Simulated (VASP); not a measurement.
# CsZn4Mo: single point with PBE

The system is CsZn4Mo.

```xyz
6
Lattice="5.0860 0.0000 0.0000 0.0000 5.0860 0.0000 0.0000 0.0000 7.3469" Properties=species:S:1:pos:R:3 pbc="T T T"
Cs    0.0000    0.0000    0.0000
Zn    2.5430    2.5430    6.1145
Zn    2.5430    2.5430    1.2324
Zn    2.5430    0.0000    3.6734
Zn    0.0000    2.5430    3.6734
Mo    2.5430    2.5430    3.6734
```

The cell was generated, and may not be a known phase.

```
Program                : VASP 6.6.1
Task                   : single point
Functional             : PBE
Potentials or basis    : VASP PAW PBE potentials, release 64 (Cs_sv, Zn, Mo_sv)
Cutoff                 : 520 eV
k mesh                 : 4 × 4 × 4
Occupations            : gaussian, width 0.1 eV
Spin                   : no spin polarisation
Dipole correction      : no
Further INCAR settings : ALGO = Fast; EDIFF = 1e-06; NBANDS = 44
```

The pressure is 0.0 GPa, the largest force is 0.011 eV/Å and the band gap on the k mesh is zero (an odd number of electrons rules out a gap without spin polarisation).

Forces on the atoms (eV/Å):
```
Cs   0.000  0.000  0.000
Zn   0.000  0.000  0.011
Zn   0.000  0.000 -0.011
Zn   0.000  0.000  0.000
Zn   0.000  0.000  0.000
Mo   0.000  0.000  0.000
```

Stress tensor (GPa, compression positive):
```
-0.03  0.00  0.00
 0.00 -0.03  0.00
 0.00  0.00  0.11
```

Levels at points of the mesh, in eV from the Fermi level:
| k point | band 32 | band 33 | band 34 | band 35 | band 36 | band 37 | band 38 | band 39 | band 40 | band 41 |
| --- | --- | --- | --- | --- | --- | --- | --- | --- | --- | --- |
| (0.00, 0.00, 0.00) | -2.18 | -0.68 | 0.10 | 0.10 | 0.54 | 0.88 | 0.88 | 2.58 | 3.59 | 3.59 |
| (0.50, 0.00, 0.00) | -1.95 | -0.89 | -0.82 | -0.52 | -0.14 | 0.16 | 0.68 | 0.91 | 3.38 | 3.41 |
| (0.50, 0.50, 0.00) | -1.37 | -1.34 | -1.25 | -0.92 | -0.92 | -0.76 | -0.60 | 2.10 | 2.10 | 2.60 |
| (0.00, 0.00, 0.50) | -2.21 | -0.06 | -0.06 | 0.40 | 0.54 | 1.02 | 1.02 | 2.19 | 3.37 | 3.37 |
| (0.50, 0.00, 0.50) | -2.20 | -1.47 | -0.84 | -0.19 | -0.16 | 1.30 | 1.30 | 2.11 | 2.29 | 3.40 |
| (0.50, 0.50, 0.50) | -2.55 | -1.24 | -1.02 | -1.02 | -1.01 | -0.76 | 2.20 | 2.35 | 2.35 | 3.03 |

Wall time 3.6 min on 1 thread of Oxide Virtual Turin-like Processor, with other jobs on the host, peak memory 0.34 GiB.

Caveat: spin-orbit coupling is left out, which moves the levels of the heavy elements.
